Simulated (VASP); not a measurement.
# K2GaCl6 (P1) in VASP: relaxation of cell and atoms with PBEsol

Aim: the relaxation of cell and atoms of K2GaCl6 with PBEsol.

All numbers are computed with VASP 6.6.1; they aren't measurements. Logs are shortened: lines on timing, memory, paths and dates and some standing lists are left out, and cuts for length are marked.

## 1. The cell of the first run

The typed cell holds 9 atoms: a = 7.287 Å, b = 7.094 Å, c = 7.097 Å, α = 62.46°, β = 58.94°, γ = 58.37°.

## 2. Relaxation of cell and atoms, PBEsol

Input file INCAR:

```
SYSTEM = K2GaCl6
ALGO = Normal
EDIFF = 1E-6
EDIFFG = -0.03
ENCUT = 600
GGA = PS
IBRION = 2
ISIF = 3
ISMEAR = -1
LASPH = .True.
LCHARG = .False.
LREAL = .False.
LWAVE = .False.
NELM = 100
NSW = 80
PREC = Accurate
SIGMA = 0.1
```

Input file KPOINTS:

```
k-points
0
Gamma
  3 3 3
  0 0 0
```

Input file POSCAR:

```
K2GaCl6
1.0
    0.0348343900      5.1314360500      5.1732066200
    4.8212496000      0.0040946800      5.2039463400
    4.8446718700      5.1855990300     -0.0193285800
K Ga Cl
2 1 6
Direct
    0.2714390000      0.2345320000      0.2538880000
    0.7318810000      0.7599860000      0.7336400000
    0.9930470000      0.9871830000      0.9990110000
    0.7368500000      0.2510500000      0.2430980000
    0.2469360000      0.7434850000      0.2382420000
    0.2808210000      0.7336290000      0.7648150000
    0.7885200000      0.2199530000      0.7692500000
    0.2225410000      0.2511960000      0.7794630000
    0.7429340000      0.7578930000      0.2499780000
```

Potentials or basis: VASP PAW PBE potentials, release 64 (K_sv, Ga_d, Cl).

Run with:

```sh
> cat potpaw_PBE.64/K_sv/POTCAR potpaw_PBE.64/Ga_d/POTCAR potpaw_PBE.64/Cl/POTCAR > POTCAR
> mpirun -np 1 vasp_std > vasp.out
```

OUTCAR:

```text
SYSTEM = K2GaCl6
   EDIFF = 1E-6
   EDIFFG = -0.03
   ENCUT = 600
   GGA = PS
   IBRION = 2
   ISIF = 3
   ISMEAR = -1
   LASPH = .True.
   LREAL = .False.
   NELM = 100
   NSW = 80
   PREC = Accurate

 ion  position               nearest neighbor table
   1  0.271  0.235  0.254-
   2  0.732  0.760  0.734-
   3  0.993  0.987  0.999-   7 2.25   6 2.37   4 2.45   9 2.49   5 2.54   8 2.57
   4  0.737  0.251  0.243-   3 2.45
   5  0.247  0.743  0.238-   3 2.54
   6  0.281  0.734  0.765-   3 2.37
   7  0.789  0.220  0.769-   3 2.25
   8  0.223  0.251  0.779-   3 2.57
   9  0.743  0.758  0.250-   3 2.49

  Warning from LATTYP: Got some problem with cell dimensions!
  Tried to take original basis but could not verify dimensions!
  LATTYP: Found a triclinic cell.
 ALAT       =     7.3573865483
 B/A-ratio  =     1.4130844283
 C/A-ratio  =     0.9645537392
 COS(alpha) =     0.0054932576
 COS(beta)  =     0.5187204686
 COS(gamma) =     0.7133156187

  Lattice vectors:

 A1 = (  -0.0234222700,  -5.1815043500,   5.2232749200)
 A2 = (   0.0114121200,  -0.0500683000,  10.3964815400)
 A3 = (  -4.8446718700,  -5.1855990300,   0.0193285800)

Analysis of symmetry for initial positions (statically):
=====================================================================
 Subroutine PRICEL returns:
 Original cell was already a primitive cell.

 Routine SETGRP: Setting up the symmetry group for a
 triclinic supercell.

 Subroutine GETGRP returns: Found  1 space group operations
 (whereof  1 operations were pure point group operations)
 out of a pool of  2 trial point group operations.

The static configuration has the point symmetry C_1 .

Analysis of symmetry for dynamics (positions and initial velocities):
=====================================================================
 Subroutine PRICEL returns:
 Original cell was already a primitive cell.

 Routine SETGRP: Setting up the symmetry group for a
 triclinic supercell.

 Subroutine GETGRP returns: Found  1 space group operations
 (whereof  1 operations were pure point group operations)
 out of a pool of  2 trial point group operations.

The dynamic configuration has the point symmetry C_1 .

 Subroutine INISYM returns: Found  1 space group operations
 (whereof  1 operations are pure point group operations),
 and found     1 'primitive' translations

----------------------------------------------------------------------------------------

                                     Primitive cell

  volume of cell :     258.1420

  direct lattice vectors                    reciprocal lattice vectors
     0.034834390  5.131436050  5.173206620    -0.104538049  0.098025904  0.096773220
     4.821249600  0.004094680  5.203946340     0.104304458 -0.097090611  0.095604316
     4.844671870  5.185599030 -0.019328580     0.103363800  0.095916382 -0.095837926

  length of vectors
     7.286625838  7.094048349  7.096594706     0.172922924  0.171598927  0.170496145

  position of ions in fractional coordinates (direct lattice)
     0.271439000  0.234532000  0.253888000
     0.731881000  0.759986000  0.733640000
     0.993047000  0.987183000  0.999011000
     0.736850000  0.251050000  0.243098000
     0.246936000  0.743485000  0.238242000
     0.280821000  0.733629000  0.764815000
     0.788520000  0.219953000  0.769250000
     0.222541000  0.251196000  0.779463000
     0.742934000  0.757893000  0.249978000

  ion indices of the primitive-cell ions
   primitive index   ion index
                 1           1
                 2           2
                 3           3
                 4           4
                 5           5
                 6           6
                 7           7
                 8           8
                 9           9

----------------------------------------------------------------------------------------

 KPOINTS: k-points

Automatic generation of k-mesh.
 Grid dimensions read from file:
 generate k-points for:    3    3    3

 Generating k-lattice:

  Cartesian coordinates                     Fractional coordinates (reciprocal lattice)
    -0.034846016  0.032675301  0.032257740     0.333333333 -0.000000000  0.000000000
     0.034768153 -0.032363537  0.031868105     0.000000000  0.333333333 -0.000000000
     0.034454600  0.031972127 -0.031945975     0.000000000 -0.000000000  0.333333333

  Length of vectors
     0.057640975  0.057199642  0.056832048

  Shift w.r.t. Gamma in fractional coordinates (k-lattice)
     0.000000000  0.000000000  0.000000000

 Subroutine IBZKPT returns following result:
 ===========================================

 Found     14 irreducible k-points:

 Following reciprocal coordinates:
            Coordinates               Weight
  0.000000  0.000000  0.000000      1.000000
  0.333333  0.000000  0.000000      2.000000
 -0.000000  0.333333 -0.000000      2.000000
  0.333333  0.333333  0.000000      2.000000
 -0.333333  0.333333 -0.000000      2.000000
  0.000000 -0.000000  0.333333      2.000000
  0.333333 -0.000000  0.333333      2.000000
 -0.333333  0.000000  0.333333      2.000000
  0.000000  0.333333  0.333333      2.000000
  0.333333  0.333333  0.333333      2.000000
 -0.333333  0.333333  0.333333      2.000000
  0.000000 -0.333333  0.333333      2.000000
  0.333333 -0.333333  0.333333      2.000000
 -0.333333 -0.333333  0.333333      2.000000
   k-points           NKPTS =     14   k-points in BZ     NKDIM =     14   number of bands    NBANDS=     43
   number of dos      NEDOS =    301   number of ions     NIONS =      9
   total plane-waves  NPLWV = 216000
   dimension x,y,z NGX =    60 NGY =   60 NGZ =   60
   dimension x,y,z NGXF=   120 NGYF=  120 NGZF=  120
   ions per type =               2   1   6
   NGX,Y,Z   is equivalent  to a cutoff of  13.69, 14.06, 14.06 a.u.
   NGXF,Y,Z  is equivalent  to a cutoff of  27.38, 28.12, 28.11 a.u.
 SYSTEM =  K2GaCl6
   PREC   = accura    normal or accurate (medium, high low for compatibility)
   ISTART =      0    job   : 0-new  1-cont  2-samecut
   ICHARG =      2    charge: 1-file 2-atom 10-const
   ISPIN  =      1    spin polarized calculation?
   LNONCOLLINEAR =      F non collinear calculations
   LSORBIT =      F    spin-orbit coupling
   LASPH  =      T    aspherical Exc in radial PAW
   ENCUT  =  600.0 eV  44.10 Ry    6.64 a.u.  14.55 14.17 14.17*2*pi/ulx,y,z
   NELM   =    100;   NELMIN=  2; NELMDL= -5     # of ELM steps
   EDIFF  = 0.1E-05   stopping-criterion for ELM
   LREAL  =      F    real-space projection
   EDIFFG = -.3E-01   stopping-criterion for IOM
   NSW    =     80    number of steps for IOM
   IBRION =      2    ionic relax: 0-MD 1-quasi-New 2-CG
   NFREE  =      1    steps in history (QN), initial steepest desc. (CG)
   ISIF   =      3    stress and relaxation
   ISYM   =      2    0-nonsym 1-usesym 2-fastsym
   POTIM  = 0.5000    time-step for ionic-motion
   TEBEG  =    0.0;   TEEND  =   0.0 temperature during run
   PSTRESS=    0.0 pullay stress
   NELECT =      73.0000    total number of electrons
   NUPDOWN=      -1.0000    fix difference up-down
   EMIN   =  10.00;   EMAX   =-10.00  energy-range for DOS
   EFERMI =   0.00;   METHOD = LEGACY
   ISMEAR =    -1;   SIGMA  =   0.10  broadening in eV -4-tet -1-fermi 0-gaus
   EFERMI_NEDOS =   21; number of points for ismear=-14 and -15
   IALGO  =     38    algorithm
   IMIX   =      4    mixing-type and parameters
     AMIX     =   0.40;   BMIX     =  1.00
     AMIX_MAG =   1.60;   BMIX_MAG =  1.00
  volume/ion in A,a.u.               =      28.68       193.56
  Fermi-wavevector in a.u.,A,eV,Ry     =   1.074557  2.030619 15.710285  1.154673
  Thomas-Fermi vector in A             =   2.210389
   LORBIT       =      0    0 simple, 1 ext, 2 COOP (PROOUT), +10 PAW based schemes
   GGA     = PS    functional components
   LHFCALC =     F    Hartree Fock is set to
   AEXX    =    0.0000 exact exchange contribution
   IVDW    =     0    specifies the selected vdW correction
   LEPSILON=     F    determine dielectric tensor
   LRPA    =     F    only Hartree local field effects (RPA)
 conjugate gradient relaxation of ions
 non-spin polarized calculation
  energy-cutoff  :      600.00
  volume of cell :      258.14
 maximum number of plane-waves:      8650
 NGX is ok and might be reduce to    60
   NGX = 29   NGY = 29   NGZ = 29

--------------------------------------- Ionic step        1  -------------------------------------------

 number of electron      72.9999999 magnetization

 Free energy of the ion-electron system (eV)
  ---------------------------------------------------
  ext. energy  EPLUGINS =         0.00000000
  ---------------------------------------------------
  free energy    TOTEN  =       -28.97200641 eV

  energy without entropy =      -28.73117621  energy(sigma->0) =      -28.85159131

------------------------ aborting loop because EDIFF is reached ----------------------------------------

  FORCE on cell =-STRESS in cart. coord.  units (eV):
  Direction    XX          YY          ZZ          XY          YZ          ZX
  --------------------------------------------------------------------------------------
  -------------------------------------------------------------------------------------
  Total       -4.2326353     -3.2644367     -5.3446396      0.7506406      0.2946238      0.0846841
  in kB      -26.2701655    -20.2609689    -33.1719024      4.6589069      1.8286044      0.5255979
  external PRESSURE =     -26.5676789 kB  Pullay stress =       0.0000000 kB
[... 110 lines left out ...]
  FREE ENERGIE OF THE ION-ELECTRON SYSTEM (eV)
  ---------------------------------------------------
  free  energy   TOTEN  =       -29.3259206878 eV

  energy  without entropy=      -29.1081048295  energy(sigma->0) =      -29.21701276

 E-fermi :  -0.0146     XC(G=0):  -8.7254

 val. band max:       -0.0227512383   @ k =   0.0000   0.3333   0.3333
 cond. band min:      -0.0014615295   @ k =   0.0000   0.0000   0.0000
 fundamental gap:      0.0212897087
 Fermi energy:        -0.0145679249

 k-point     1 :       0.0000    0.0000    0.0000
  band No.  band energies     occupation
      1     -27.6141      2.00000
      2     -27.6105      2.00000
      3     -14.1796      2.00000
      4     -13.8549      2.00000
      5     -13.8525      2.00000
      6     -13.2802      2.00000
[... 633 lines left out ...]
     42       8.2042      0.00000
     43       8.5429      0.00000

[... ionic steps 4 to 24 ...]

--------------------------------------- Ionic step       25  -------------------------------------------

 number of electron      72.9999999 magnetization

------------------------ aborting loop because EDIFF is reached ----------------------------------------

  FORCE on cell =-STRESS in cart. coord.  units (eV):
  Direction    XX          YY          ZZ          XY          YZ          ZX
  --------------------------------------------------------------------------------------
  -------------------------------------------------------------------------------------
  Total        0.1153775      0.0184885      0.0094349     -0.0137424     -0.0237499      0.0327016
  in kB        0.8179194      0.1310663      0.0668844     -0.0974206     -0.1683649      0.2318240
  external PRESSURE =       0.3386234 kB  Pullay stress =       0.0000000 kB
[... 71 lines left out ...]
  energy  without entropy=      -29.2622833883  energy(sigma->0) =      -29.36870140

--------------------------------------- Ionic step       27  -------------------------------------------

 number of electron      73.0000001 magnetization

 Free energy of the ion-electron system (eV)
  ---------------------------------------------------
  ext. energy  EPLUGINS =         0.00000000
  ---------------------------------------------------
  free energy    TOTEN  =       -29.47574655 eV

  energy without entropy =      -29.26267845  energy(sigma->0) =      -29.36921250

 E-fermi :   0.0029     XC(G=0):  -8.7385

 val. band max:       -0.0898913047   @ k =   0.0000  -0.0000   0.3333
 cond. band min:       0.0176336819   @ k =   0.0000   0.3333   0.3333
 fundamental gap:      0.1075249865
 Fermi energy:         0.0028770819

 k-point     1 :       0.0000    0.0000    0.0000
  band No.  band energies     occupation
      1     -27.5941      2.00000
      2     -27.5905      2.00000
      3     -14.1674      2.00000
      4     -13.8388      2.00000
      5     -13.8342      2.00000
      6     -13.2574      2.00000
[... 669 lines left out ...]
  FREE ENERGIE OF THE ION-ELECTRON SYSTEM (eV)
  ---------------------------------------------------
  free  energy   TOTEN  =       -29.4757465459 eV

  energy  without entropy=      -29.2626784525  energy(sigma->0) =      -29.36921250

 reached required accuracy - stopping structural energy minimisation
```

It took 37 min on 1 thread of Intel Xeon 6975P-C (Granite Rapids), shared host; peak memory 0.64 GiB.

What came out:

```
Free energy                           : -29.4757 eV
Relaxed volume                        : 25.12 Å³/atom
Relaxed cell                          : a = 6.886 Å, b = 6.762 Å, c = 6.853 Å, α = 60.57°, β = 60.00°, γ = 59.68°
Space group after relaxing (to 0.1 Å) : P-1 (No. 2)
Energy gained by relaxing             : 56.0 meV/atom
Ionic steps                           : 27
Pressure after relaxing               : 0.0 GPa
Largest force after relaxing          : 0.027 eV/Å
Band gap on the k mesh                : zero (an odd number of electrons rules out a gap without spin polarisation)
```

Forces in eV/Å, atoms in the order of the input:
```
K    0.004  0.004  0.009
K   -0.005 -0.013 -0.003
Ga   0.013  0.012 -0.016
Cl  -0.013  0.006 -0.010
Cl  -0.017 -0.011 -0.004
Cl  -0.001  0.002 -0.007
Cl   0.009 -0.005 -0.008
Cl  -0.009  0.003  0.022
Cl   0.020  0.002  0.018
```

Step by step:
| step | energy change (eV) | largest force (eV/Å) | pressure (GPa) | volume (Å³) |
| --- | --- | --- | --- | --- |
| 1 | 0.0000 | 0.9209 | -2.66 | 258.14 |
| 2 | -0.3260 | 0.6254 | -0.68 | 240.76 |
| 3 | -0.3539 | 0.7386 | 0.33 | 234.64 |
| 4 | -0.4148 | 0.2932 | 0.12 | 233.53 |
| 5 | -0.4316 | 0.3619 | 0.03 | 232.46 |
| 6 | -0.4521 | 0.2080 | -0.26 | 232.40 |
| 7 | -0.4611 | 0.1649 | -0.59 | 232.31 |
| 8 | -0.4749 | 0.1419 | -0.16 | 228.82 |
| 9 | -0.4768 | 0.1769 | 0.07 | 227.03 |
| 10 | -0.4824 | 0.1160 | 0.06 | 226.48 |
| 11 | -0.4862 | 0.1596 | 0.08 | 225.03 |
| 12 | -0.4866 | 0.1148 | 0.08 | 225.36 |
| 13 | -0.4903 | 0.1096 | -0.03 | 225.63 |
| 14 | -0.4929 | 0.1014 | -0.20 | 226.08 |
| 15 | -0.4956 | 0.0718 | -0.07 | 225.41 |
| 16 | -0.4967 | 0.0880 | 0.10 | 224.66 |
| 17 | -0.4979 | 0.0560 | 0.07 | 224.89 |
| 18 | -0.4990 | 0.0535 | 0.03 | 225.31 |
| 19 | -0.4982 | 0.1305 | -0.03 | 226.14 |
| 20 | -0.4992 | 0.0658 | 0.01 | 225.56 |
| 21 | -0.5001 | 0.0517 | -0.01 | 225.84 |
| 22 | -0.5012 | 0.0471 | -0.07 | 226.63 |
| 23 | -0.5019 | 0.0554 | 0.05 | 226.04 |
| 24 | -0.5019 | 0.0586 | 0.08 | 225.96 |
| 25 | -0.5025 | 0.0484 | 0.03 | 226.01 |
| 26 | -0.5031 | 0.0528 | -0.01 | 226.11 |
| 27 | -0.5037 | 0.0267 | -0.03 | 226.05 |

Final structure:
```yaml
crystal:
  lattice:
    - [-0.01589, 4.87370, 4.86444]
    - [4.74176, 0.02595, 4.82133]
    - [4.80487, 4.88627, -0.02908]
  atoms:
    - { symbol: K, position: [0.25160, 0.24034, 0.25529] }
    - { symbol: K, position: [0.75214, 0.74453, 0.75381] }
    - { symbol: Ga, position: [0.00165, 0.99329, 0.00295] }
    - { symbol: Cl, position: [0.74907, 0.24139, 0.24541] }
    - { symbol: Cl, position: [0.23620, 0.75508, 0.25103] }
    - { symbol: Cl, position: [0.25438, 0.74617, 0.76044] }
    - { symbol: Cl, position: [0.76660, 0.23246, 0.75605] }
    - { symbol: Cl, position: [0.23986, 0.23770, 0.76778] }
    - { symbol: Cl, position: [0.76346, 0.74793, 0.23862] }
```

Levels at points of the mesh, in eV from the Fermi level:
| k point | band 35 | band 36 | band 37 | band 38 | band 39 | band 40 |
| --- | --- | --- | --- | --- | --- | --- |
| (0.00, 0.00, 0.00) | 0.03 | 0.07 | 0.07 | 3.34 | 5.60 | 6.78 |

Caveat: the k points lie up to 0.38 Å⁻¹ apart in the final cell, too coarse for converged energies and pressures of a metal; the PAW data sets were made with another functional, which shifts forces and pressure a little; an odd number of electrons without spin polarisation forces a metal; a magnetic or distorted state may lie lower.

The gap in the log of VASP goes by the Fermi energy; the results here count the filled bands.